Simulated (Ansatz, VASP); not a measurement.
# Ru: VASP beside Ansatz

The input INCAR:

```
SYSTEM = Ru
PREC = Accurate ; ENCUT = 520
EDIFF = 1E-6 ; ISMEAR = -1
SIGMA = 0.1 ; LREAL = .FALSE.
LASPH = .TRUE. ; NELM = 100
ALGO = Normal ; ISIF = 2
LWAVE = .FALSE. ; LCHARG = .TRUE.
GGA = PE ; LELF = .TRUE.
LVHAR = .TRUE. ; NBANDS = 21
```

KPOINTS

```
regular mesh
0
G
  22 22 12
  0 0 0
```

Contents of POSCAR:

```
Ru
1.0
    2.7235595794      0.0000000000      0.0000000000
   -1.3617797897      2.3586717845      0.0000000000
    0.0000000000      0.0000000000      4.2890849607
Ru
2
Direct
    0.3333333333      0.6666666667      0.2500000000
    0.6666666667      0.3333333333      0.7500000000
```

Input for Ansatz:

```yaml
crystal:
  lattice:
    - [2.7235595794, 0.0, 0.0]
    - [-1.3617797897, 2.3586717845, 0.0]
    - [0.0, 0.0, 4.2890849607]
  atoms:
    - { symbol: Ru, position: [0.3333333333, 0.6666666667, 0.25] }
    - { symbol: Ru, position: [0.6666666667, 0.3333333333, 0.75] }
hamiltonian:
  xc: pbe
  pseudopotentials:
    kind: paw
    azcp:
      Ru: "pseudopotentials/Ru.paw.azcp"
basis:
  ecutwfc: 420
  fft_grid_basis: typed
kpoints:
  mp_grid: { grid: [22, 22, 12], shift: [0, 0, 0] }
magnetization:
  spin_polarized: false
scf:
  occupations: { method: fermi_dirac, width: 0.1 }
  lower_state_search: "off"
output:
  stress: true
  write_density: true
  write_potential: true
  elf: true
  volumetric_format: npy
```

Alike in both runs: task single point; functional PBE; k mesh 22 × 22 × 12; occupations fermi-dirac, width 0.1 eV; no spin polarisation.

```csv
,VASP,Ansatz
version,VASP 6.6.1,Ansatz 0.2.0
potentials or method,"VASP PAW PBE potentials, release 64 (Ru_pv), cutoff 520 eV","plane waves (420 eV) with PAW, scalar-relativistic"
valence electrons in the cell,28,32
```

|  | VASP | Ansatz | Ansatz less VASP |
| --- | --- | --- | --- |
| pressure (GPa) | -0.1 | 0.0 | +0.10 |
| traceless stress, the component that is largest in VASP (GPa) | 0.53 | 0.51 | -0.011 |

VASP's potentials hold 28 valence electrons a cell and Ansatz's 32, so a difference there can come from the potentials and not from the codes.
